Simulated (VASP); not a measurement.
A run of VASP 6.6.1 is set up as follows.

File INCAR:

```
SYSTEM = Si
PREC = Accurate
ENCUT = 500
EDIFF = 1E-6
ISMEAR = -4
SIGMA = 0.1
LREAL = .False.
LASPH = .True.
NELM = 120
ALGO = Normal
ISIF = 2
LWAVE = .False.
LCHARG = .False.
GGA = PE
NBANDS = 11
GGA_COMPAT = .False.
```

Contents of KPOINTS:

```
Automatic mesh
0
Gamma
  8 8 8
  0 0 0
```

POSCAR

```
Si
1.0
    0.0000000000      2.7218511865      2.7218511865
    2.7218511865      0.0000000000      2.7218511865
    2.7218511865      2.7218511865      0.0000000000
Si
2
Direct
    0.4950000000      0.6000000000      0.7270000000
    0.2450000000      0.3500000000      0.4770000000
```

Potentials or basis: VASP PAW PBE potentials, release 64 (Si).

The run is started by

```console
$ cat potpaw_PBE.64/Si/POTCAR > POTCAR
$ mpirun -np 1 vasp_std > vasp.out
```

Problem. What does it give for the pressure?

Solution. 1.3 GPa.

Problem. Estimate the band gap on the k mesh.

Solution. 0.63 eV, indirect (least direct gap 2.56 eV).

A k mesh can miss the band edges. A hybrid or GW would open this gap; PBE tends to underestimate it.
